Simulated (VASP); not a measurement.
Input of a VASP 6.6.1 run:

File INCAR:

```
SYSTEM = CaSn2O5
PREC = Accurate ; ENCUT = 520
EDIFF = 1E-6 ; ISMEAR = 0
SIGMA = 0.15 ; LREAL = Auto
LASPH = .TRUE. ; NELM = 60
ALGO = Normal ; ISIF = 2
LWAVE = .FALSE. ; LCHARG = .TRUE.
GGA = PE ; LELF = .TRUE.
LVHAR = .TRUE. ; NBANDS = 82
```

File KPOINTS:

```
Automatic mesh
0
G
  3 3 1
  0 0 0
```

File POSCAR:

```
CaSn2O5
1.0
    2.0000930075     -5.4437440540      0.0000000000
    2.0000930075      5.4437440540      0.0000000000
    0.0000000000      0.0000000000     10.8658783534
Ca Sn O
2 4 10
Direct
    0.8070896724      0.1929103276      0.7500000000
    0.1929103276      0.8070896724      0.2500000000
    0.1319655341      0.8680344659      0.9372042160
    0.1319655341      0.8680344659      0.5627957840
    0.8680344659      0.1319655341      0.4372042160
    0.8680344659      0.1319655341      0.0627957840
   -0.0476205161      1.0476205161      0.8908682458
   -0.0476205161      1.0476205161      0.6091317542
    0.1992887461      0.8007112539      0.7500000000
    0.3058623703      0.6941376297      0.0531838208
    0.3058623703      0.6941376297      0.4468161792
    1.0476205161     -0.0476205161      0.3908682458
    1.0476205161     -0.0476205161      0.1091317542
    0.8007112539      0.1992887461      0.2500000000
    0.6941376297      0.3058623703      0.9468161792
    0.6941376297      0.3058623703      0.5531838208
```

Potentials or basis: VASP PAW PBE potentials, release 64 (Ca_sv, Sn_d, O).

Run with:

```console
$ cat potpaw_PBE.64/Ca_sv/POTCAR potpaw_PBE.64/Sn_d/POTCAR potpaw_PBE.64/O/POTCAR > POTCAR
$ mpirun -np 1 vasp_std > vasp.out
```

**Question.** Predict the largest force.

**Answer.** 0.040 eV/Å.

**Question.** Estimate the pressure.

**Answer.** 0.5 GPa.

Stress tensor (GPa, compression positive):
```
0.58 0.00 0.00
0.00 0.60 0.00
0.00 0.00 0.30
```

Caveat: the k points lie up to 0.58 Å⁻¹ apart.
